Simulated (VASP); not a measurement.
# Co3HC in VASP: single point with PBEsol

Aim: the single point of Co3HC with PBEsol.

All numbers are computed with VASP 6.6.1; they aren't measurements. Logs are shortened: lines on timing, memory, paths and dates and some standing lists are left out, and cuts for length are marked.

## (1) The cell of the first run

The cell holds a slab with vacuum, 5 atoms: a = 2.456 Å, b = 2.456 Å, c = 24.069 Å, α = 90.00°, β = 90.00°, γ = 120.00°.

## (2) Single point, PBEsol, collinear spin, ferromagnetic start

The input, INCAR:

```
SYSTEM = Co3HC
PREC = Accurate
ENCUT = 520
EDIFF = 1E-6
ISMEAR = 0
SIGMA = 0.1
LREAL = .FALSE.
LASPH = .TRUE.
NELM = 150
ALGO = Normal
ISIF = 2
LWAVE = .FALSE.
LCHARG = .FALSE.
ISPIN = 2
MAGMOM = 1.94 1.89 1.94 1 0
LORBIT = 11
LMAXMIX = 4
LDIPOL = .TRUE.
IDIPOL = 3
DIPOL = 0.5 0.5 0.497
GGA = PS
NBANDS = 28
```

The input, KPOINTS:

```
regular mesh
0
G
  12 12 1
  0 0 0
```

The input, POSCAR:

```
Co3HC
1.0
    2.4564188950      0.0000000000      0.0000000000
   -1.2282094475      2.1273211654      0.0000000000
    0.0000000000      0.0000000000     24.0694710891
Co C H
3 1 1
Direct
    0.6666666667      0.3333333333      0.3531444447
    0.3309558415      0.6690441585      0.4326058937
    0.6622794005      0.3377205995      0.5195200161
    0.3283864797     -0.3283864797      0.5675483011
    0.3286583781     -0.3286583781      0.6133704859
```

Potentials or basis: VASP PAW PBE potentials, release 64 (Co, C, H).

Started as:

```bash
$ cat potpaw_PBE.64/Co/POTCAR potpaw_PBE.64/C/POTCAR potpaw_PBE.64/H/POTCAR > POTCAR
$ mpirun -np 1 vasp_std > vasp.out
```

OUTCAR:

```text
SYSTEM = Co3HC
   PREC = Accurate
   ENCUT = 520
   EDIFF = 1E-6
   ISMEAR = 0
   LREAL = .FALSE.
   LASPH = .TRUE.
   NELM = 150
   ISIF = 2
   ISPIN = 2
   LORBIT = 11
   GGA = PS

 ion  position               nearest neighbor table
   1  0.667  0.333  0.353-   2 2.38   2 2.38   2 2.39
   2  0.331  0.669  0.433-   1 2.38   1 2.38   1 2.39   3 2.52   3 2.53   3 2.53
   3  0.662  0.338  0.520-   4 1.83   4 1.83   4 1.83   2 2.52   2 2.53   2 2.53
   4  0.328  0.672  0.568-   5 1.10   3 1.83   3 1.83   3 1.83
   5  0.329  0.671  0.613-   4 1.10

  LATTYP: Found a hexagonal cell.
 ALAT       =     2.4564188950
 C/A-ratio  =     9.7986019966

  Lattice vectors:

 A1 = (   2.4564188950,   0.0000000000,   0.0000000000)
 A2 = (  -1.2282094475,   2.1273211654,   0.0000000000)
 A3 = (   0.0000000000,   0.0000000000,  24.0694710891)

Analysis of symmetry for initial positions (statically):
=====================================================================
 Subroutine PRICEL returns:
 Original cell was already a primitive cell.

 Routine SETGRP: Setting up the symmetry group for a
 hexagonal supercell.

 Subroutine GETGRP returns: Found  2 space group operations
 (whereof  2 operations were pure point group operations)
 out of a pool of 24 trial point group operations.

The static configuration has the point symmetry C_1h.

Analysis of symmetry for dynamics (positions and initial velocities):
=====================================================================
 Subroutine PRICEL returns:
 Original cell was already a primitive cell.

 Routine SETGRP: Setting up the symmetry group for a
 hexagonal supercell.

 Subroutine GETGRP returns: Found  2 space group operations
 (whereof  2 operations were pure point group operations)
 out of a pool of 24 trial point group operations.

The dynamic configuration has the point symmetry C_1h.

Analysis of structural, dynamic, and magnetic symmetry:
=====================================================================
 Subroutine PRICEL returns:
 Original cell was already a primitive cell.

 Routine SETGRP: Setting up the symmetry group for a
 hexagonal supercell.

 Subroutine GETGRP returns: Found  2 space group operations
 (whereof  2 operations were pure point group operations)
 out of a pool of 24 trial point group operations.

The overall configuration has the point symmetry C_1h.

 Subroutine INISYM returns: Found  2 space group operations
 (whereof  2 operations are pure point group operations),
 and found     1 'primitive' translations

----------------------------------------------------------------------------------------

                                     Primitive cell

  volume of cell :     125.7772

  direct lattice vectors                    reciprocal lattice vectors
     2.456418895  0.000000000  0.000000000     0.407096689  0.235037383  0.000000000
    -1.228209448  2.127321165  0.000000000     0.000000000  0.470074766  0.000000000
     0.000000000  0.000000000 24.069471089     0.000000000  0.000000000  0.041546405

  length of vectors
     2.456418895  2.456418895 24.069471089     0.470074766  0.470074766  0.041546405

  position of ions in fractional coordinates (direct lattice)
     0.666666667  0.333333333  0.353144445
     0.330955841  0.669044159  0.432605894
     0.662279400  0.337720600  0.519520016
     0.328386480  0.671613520  0.567548301
     0.328658378  0.671341622  0.613370486

  ion indices of the primitive-cell ions
   primitive index   ion index
                 1           1
                 2           2
                 3           3
                 4           4
                 5           5

----------------------------------------------------------------------------------------

 KPOINTS: regular mesh

[... 27 lines left out ...]
  0.166667 -0.000000  0.000000      4.000000
 -0.166667  0.166667  0.000000      2.000000
  0.250000 -0.000000  0.000000      4.000000
[... 16 lines left out ...]
 -0.083333  0.416667  0.000000      4.000000
 -0.416667  0.333333  0.000000      4.000000
 [... further k-points ...]
   k-points           NKPTS =     43   k-points in BZ     NKDIM =     43   number of bands    NBANDS=     28
   number of dos      NEDOS =    301   number of ions     NIONS =      5
   total plane-waves  NPLWV =  58320
   dimension x,y,z NGX =    18 NGY =   18 NGZ =  180
   dimension x,y,z NGXF=    36 NGYF=   36 NGZF=  360
   ions per type =               3   1   1
   NGX,Y,Z   is equivalent  to a cutoff of  12.18, 12.18, 12.43 a.u.
   NGXF,Y,Z  is equivalent  to a cutoff of  24.36, 24.36, 24.86 a.u.
 SYSTEM =  Co3HC
   PREC   = accura    normal or accurate (medium, high low for compatibility)
   ISTART =      0    job   : 0-new  1-cont  2-samecut
   ICHARG =      2    charge: 1-file 2-atom 10-const
   ISPIN  =      2    spin polarized calculation?
   LNONCOLLINEAR =      F non collinear calculations
   LSORBIT =      F    spin-orbit coupling
   LASPH  =      T    aspherical Exc in radial PAW
   ENCUT  =  520.0 eV  38.22 Ry    6.18 a.u.   4.57  4.57 44.75*2*pi/ulx,y,z
   NELM   =    150;   NELMIN=  2; NELMDL= -5     # of ELM steps
   EDIFF  = 0.1E-05   stopping-criterion for ELM
   LREAL  =      F    real-space projection
   EDIFFG = 0.1E-04   stopping-criterion for IOM
   NSW    =      0    number of steps for IOM
   IBRION =     -1    ionic relax: 0-MD 1-quasi-New 2-CG
   NFREE  =      0    steps in history (QN), initial steepest desc. (CG)
   ISIF   =      2    stress and relaxation
   ISYM   =      2    0-nonsym 1-usesym 2-fastsym
   POTIM  = 0.5000    time-step for ionic-motion
   TEBEG  =    0.0;   TEEND  =   0.0 temperature during run
   PSTRESS=    0.0 pullay stress
   NELECT =      32.0000    total number of electrons
   NUPDOWN=      -1.0000    fix difference up-down
   EMIN   =  10.00;   EMAX   =-10.00  energy-range for DOS
   EFERMI =   0.00;   METHOD = LEGACY
   ISMEAR =     0;   SIGMA  =   0.10  broadening in eV -4-tet -1-fermi 0-gaus
   EFERMI_NEDOS =   21; number of points for ismear=-14 and -15
   IALGO  =     38    algorithm
   IMIX   =      4    mixing-type and parameters
     AMIX     =   0.40;   BMIX     =  1.00
     AMIX_MAG =   1.60;   BMIX_MAG =  1.00
  volume/ion in A,a.u.               =      25.16       169.76
  Fermi-wavevector in a.u.,A,eV,Ry     =   1.037347  1.960302 14.641083  1.076089
  Thomas-Fermi vector in A             =   2.171781
   LORBIT       =     11    0 simple, 1 ext, 2 COOP (PROOUT), +10 PAW based schemes
   GGA     = PS    functional components
   LHFCALC =     F    Hartree Fock is set to
   AEXX    =    0.0000 exact exchange contribution
   IVDW    =     0    specifies the selected vdW correction
   LEPSILON=     F    determine dielectric tensor
   LRPA    =     F    only Hartree local field effects (RPA)
 spin polarized calculation
 Gauss-broadening in eV      SIGMA  =   0.10
  energy-cutoff  :      520.00
  volume of cell :      125.78
 maximum number of plane-waves:      3444
   NGX =  9   NGY =  9   NGZ = 89

 dipolmoment           0.000000      0.000000      0.245829 electrons x Angstroem

 number of electron      31.9999981 magnetization       3.7883448

 dipolmoment           0.000000      0.000000     -0.062801 electrons x Angstroem

 Free energy of the ion-electron system (eV)
  ---------------------------------------------------
  ext. energy  EPLUGINS =         0.00000000
  ---------------------------------------------------
  free energy    TOTEN  =       -34.24398225 eV

  energy without entropy =      -34.22916069  energy(sigma->0) =      -34.23657147

 E-fermi :   0.3946     XC(G=0):  -5.0096

 val. band max:        0.3484996860   @ k =   0.4167  -0.0000   0.0000
 cond. band min:       0.4215741982   @ k =   0.2500  -0.0000   0.0000
 fundamental gap:      0.0730745122
 Fermi energy:         0.3946112882

 spin component 1

 k-point     1 :       0.0000    0.0000    0.0000
  band No.  band energies     occupation
      1     -14.7125      1.00000
      2      -8.8541      1.00000
      3      -7.5097      1.00000
      4      -5.3279      1.00000
      5      -2.8676      1.00000
      6      -2.8523      1.00000
[... 733 lines left out ...]
     27      10.1207      0.00000
     28      10.6004      0.00000

 [... further k-points ...]

 spin component 2

 k-point     1 :       0.0000    0.0000    0.0000
  band No.  band energies     occupation
      1     -14.7267      1.00000
      2      -8.8053      1.00000
      3      -7.4016      1.00000
      4      -4.8401      1.00000
      5      -2.4169      1.00000
      6      -2.4155      1.00000
[... 733 lines left out ...]
     27      10.3425      0.00000
     28      10.6737      0.00000

 [... further k-points ...]

------------------------ aborting loop because EDIFF is reached ----------------------------------------

 vacuum level on the upper side and lower side of the slab       (xc-potential included)        -1.062         1.085

  FORCE on cell =-STRESS in cart. coord.  units (eV):
  Direction    XX          YY          ZZ          XY          YZ          ZX
  --------------------------------------------------------------------------------------
  -------------------------------------------------------------------------------------
  Total        1.8110635      1.8310760     -0.0063163      0.0173313     -0.0472228      0.0817924
  in kB       23.0697151     23.3246380     -0.0804579      0.2207697     -0.6015340      1.0418887
  external PRESSURE =      15.4379651 kB  Pullay stress =       0.0000000 kB

 VOLUME and BASIS-vectors are now :
 -----------------------------------------------------------------------------
  energy-cutoff  :      520.00
  volume of cell :      125.78
      direct lattice vectors                 reciprocal lattice vectors
     2.456418895  0.000000000  0.000000000     0.407096689  0.235037383  0.000000000
    -1.228209448  2.127321165  0.000000000     0.000000000  0.470074766  0.000000000
     0.000000000  0.000000000 24.069471089     0.000000000  0.000000000  0.041546405

 POSITION                                       TOTAL-FORCE (eV/Angst)
 -----------------------------------------------------------------------------------
      1.22821      0.70911      8.50000        -0.018906      0.010915      0.030562
     -0.00876      1.42327     10.41260         0.009540     -0.005508     -0.007492
      1.21204      0.71844     12.50457        -0.014538      0.008393     -0.103616
     -0.01823      1.42874     13.66059         0.025368     -0.014646      0.060880
     -0.01723      1.42816     14.76350        -0.001465      0.000846      0.019667
 -----------------------------------------------------------------------------------
    total drift:                               -0.001312      0.000758     -0.000618

  FREE ENERGIE OF THE ION-ELECTRON SYSTEM (eV)
  ---------------------------------------------------
  free  energy   TOTEN  =       -34.2439822541 eV

  energy  without entropy=      -34.2291606893  energy(sigma->0) =      -34.23657147

 vacuum level on the upper side and lower side of the slab         3.575         5.745

 total charge

# of ion       s       p       d       tot
------------------------------------------
    1        0.501   0.454   7.256   8.212
    2        0.511   0.568   7.274   8.353
    3        0.555   0.852   7.545   8.952
    4        0.886   1.528   0.000   2.414
    5        0.629   0.045   0.000   0.673
--------------------------------------------------
tot          3.082   3.447  22.076  28.604

 magnetization (x)

# of ion       s       p       d       tot
------------------------------------------
    1       -0.012  -0.047   1.777   1.718
    2       -0.007  -0.037   1.662   1.617
    3        0.000  -0.018   0.516   0.498
    4       -0.004  -0.014   0.000  -0.018
    5       -0.001   0.000   0.000  -0.001
--------------------------------------------------
tot         -0.024  -0.117   3.955   3.815
```

Run time: 16 min. Hardware: 1 thread of AMD EPYC 7R43 (Zen 3), shared host; peak memory 0.39 GiB.

What came out:

```
Free energy                                           : -34.2440 eV
Largest force                                         : 0.105 eV/Å
Net moment                                            : 3.79 μB per cell
Site moments                                          : Co +1.72, +1.62, +0.50; C -0.02; H -0.00 μB
Valence electrons inside the program's atomic spheres : Co 8.21, 8.35, 8.95; C 2.41; H 0.67
```

Forces in eV/Å, atoms in the order of the input:
```
Co  -0.019  0.011  0.031
Co   0.010 -0.006 -0.007
Co  -0.015  0.008 -0.104
C    0.025 -0.015  0.061
H   -0.001  0.001  0.020
```

Levels at points of the mesh, in eV from the Fermi level:
Spin up:
```tsv
k point	band 14	band 15	band 16	band 17	band 18	band 19	band 20	band 21	band 22	band 23
(0.00, 0.00, 0.00)	-1.83	-1.82	-1.37	-1.35	-0.87	-0.86	-0.26	2.33	3.65	4.85
(0.50, 0.00, 0.00)	-0.62	-0.54	-0.47	-0.41	-0.28	1.46	2.89	3.72	6.50	7.10
(0.50, 0.50, 0.00)	-0.62	-0.54	-0.47	-0.41	-0.27	1.43	2.92	3.73	6.49	7.10
```
Spin down:
```tsv
k point	band 11	band 12	band 13	band 14	band 15	band 16	band 17	band 18
(0.00, 0.00, 0.00)	-1.12	-0.94	-0.94	-0.83	-0.83	-0.09	0.33	0.36
(0.50, 0.00, 0.00)	-0.79	-0.72	0.13	0.33	0.83	1.01	1.23	1.48
(0.50, 0.50, 0.00)	-0.78	-0.73	0.13	0.33	0.83	1.01	1.24	1.48
```

Caveat: the PAW data sets were made with another functional, which shifts forces and pressure a little.
